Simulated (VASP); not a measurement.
Ga: relaxation of shape and atoms at fixed volume with PBE

Ga:

```
Ga
1.0
     2.34257    0.00000    0.00000
    -1.17129    2.02873    0.00000
     0.00000    0.00000    2.24262
Ga
1
Direct
  0.00000 0.00000 0.00000
```

| Item | Value |
| --- | --- |
| Program | VASP 6.6.1 |
| Task | relaxation of shape and atoms at fixed volume |
| Functional | PBE |
| Potentials or basis | VASP PAW PBE potentials, release 64 (Ga_d) |
| Cutoff | 600 eV |
| k mesh | 17 × 17 × 15 |
| Occupations | fermi-dirac, width 0.05 eV |
| Spin | no spin polarisation |
| Dipole correction | no |
| Further INCAR settings | ALGO = Normal; EDIFF = 1e-06; IBRION = 2; EDIFFG = -0.005; NSW = 50; ISIF = 4 |

```json
{
 "Energy gained by relaxing": "1.8 meV/atom",
 "Ionic steps": "4",
 "Pressure after relaxing": "129.0 GPa"
}
```

Step by step:
```tsv
step	energy change (eV)	largest force (eV/Å)	pressure (GPa)	volume (Å³)
1	0.0000	0.0000	129.04	10.66
2	0.0041	0.0000	128.97	10.66
3	-0.0018	0.0000	129.03	10.66
4	-0.0018	0.0000	128.97	10.66
```

Final structure:
```
Ga
1.0
     2.33477    0.00000    0.00000
    -1.16738    2.02197    0.00000
     0.00000    0.00000    2.25765
Ga
1
Cartesian
  0.0000 0.0000 0.0000
```

Levels at points of the mesh, in eV from the Fermi level:
| k point | band 4 | band 5 | band 6 | band 7 | band 8 | band 9 |
| --- | --- | --- | --- | --- | --- | --- |
| (0.00, 0.00, 0.00) | -16.11 | -15.17 | -15.17 | 12.33 | 16.58 | 19.40 |

Wall time 43 s on 1 thread of Intel(R) Xeon(R) Platinum 8488C (Sapphire Rapids), on a shared host, peak memory 0.15 GiB.
